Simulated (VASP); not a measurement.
Here is a VASP 6.6.1 calculation.

File INCAR:

```
SYSTEM = ScPt
PREC = Accurate
ENCUT = 520
EDIFF = 1E-8
ISMEAR = -1
SIGMA = 0.05
LREAL = .False.
LASPH = .True.
NELM = 80
ALGO = Normal
ISIF = 2
LWAVE = .False.
LCHARG = .False.
GGA = CA
LEFG = .True.
NBANDS = 18
```

Contents of KPOINTS:

```
Automatic mesh
0
Gamma
  10 10 10
  0 0 0
```

POSCAR

```
ScPt
1.0
    3.2032465755      0.0000000000      0.0000000000
    0.0000000000      3.2032465755      0.0000000000
    0.0000000000      0.0000000000      3.2032465755
Sc Pt
1 1
Direct
    0.5000000000      0.5000000000      0.5000000000
    0.0000000000      0.0000000000      0.0000000000
```

Potentials or basis: VASP PAW LDA potentials, release 64 (Sc_sv, Pt).

The run is started by

```sh
$ cat potpaw_LDA.64/Sc_sv/POTCAR potpaw_LDA.64/Pt/POTCAR > POTCAR
$ mpirun -np 1 vasp_std > vasp.out
```

(1) Estimate the pressure.

Answers

(1) 5.1 GPa.

Caveat: without QUAD_EFG the Cq values of the log hold for a quadrupole moment of 1 mb, not for the nuclei.
